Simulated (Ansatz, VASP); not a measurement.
## Ca: VASP beside Ansatz

```
CELL_PARAMETERS angstrom
7.05782 0.00000 0.00000
0.00000 7.05782 0.00000
0.00000 0.00000 7.05782
ATOMIC_POSITIONS crystal
Ca 0.50000 0.50000 0.50000
Ca 0.00000 0.00000 0.00000
Ca 0.25000 0.00000 0.50000
Ca 0.50000 0.25000 0.00000
Ca 0.50000 0.75000 0.00000
Ca 0.75000 0.00000 0.50000
Ca 0.00000 0.50000 0.75000
Ca 0.00000 0.50000 0.25000
```

Alike in both runs: task single point; functional r2SCAN; k mesh 4 × 4 × 4; occupations gaussian, width 0.1 eV; no spin polarisation.

|  | VASP | Ansatz |
| --- | --- | --- |
| version | VASP 6.6.1 | Ansatz 0.2.0 |
| potentials or method | VASP PAW PBE potentials, release 64 (Ca_sv), cutoff 520 eV | scalar-relativistic, plane waves, PAW |
| valence electrons in the cell | 80 | 80 |

```tsv
	VASP	Ansatz	Ansatz less VASP
gap on the k mesh at the Fermi level (eV)	none	none	-
pressure (GPa)	-0.2	-0.3	-0.05
```

VASP's potentials were made for PBE, not for r2SCAN. A gap of «none» marks a metal or a gap that the smearing closes. The functional is the same, so the differences come from potentials, cutoffs and numerics.
